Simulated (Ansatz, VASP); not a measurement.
## Be2ZnSe3 in VASP and in Ansatz

```
Be Zn Se
1.0
     2.79718   -4.69760    0.00000
     2.79718    4.69760    0.00000
     0.00000    0.00000    4.34029
Be Zn Se
2 1 3
Direct
  0.50000 0.00000 0.50000
  0.00000 0.50000 0.50000
  0.00000 0.00000 0.00000
  0.66109 0.33891 0.00000
  0.33891 0.66109 0.00000
  0.50000 0.50000 0.50000
```

Change from the starting cell: species swapped into the LaAl2Cu3 type (Cmmm, No. 65).

Alike in both runs: task single point; functional PBE; k mesh 4 × 4 × 4; occupations gaussian, width 0.1 eV; no spin polarisation.

|  | VASP | Ansatz |
| --- | --- | --- |
| version | VASP 6.6.1 | Ansatz 0.2.0 |
| potentials or method | VASP PAW PBE potentials, release 64 (Be, Zn, Se), cutoff 520 eV | scalar-relativistic, plane waves, PAW |
| valence electrons in the cell | 34 | 64 |

Ansatz gave:

```
gap on the k mesh at the Fermi level (eV)                     : none
pressure (GPa)                                                : -0.1
traceless stress, the component that is largest in VASP (GPa) : 5.37
rms of the force components (eV/Å)                            : 0.453
```

Task: Estimate VASP's values.

Result: gap on the k mesh at the Fermi level (eV): none; pressure (GPa): 0.0; traceless stress, the component that is largest in VASP (GPa): 5.38; rms of the force components (eV/Å): 0.454.

Atom by atom the forces differ by 0.001 eV/Å (rms over components). A gap of «none» marks a metal or a gap that the smearing closes. With one functional, cell and mesh, what is left measures potentials, basis and numerics. VASP's potentials hold 34 valence electrons a cell and Ansatz's 64, so a difference there can come from the potentials and not from the codes.

The k mesh is coarse, so the values compare programs but aren't converged.
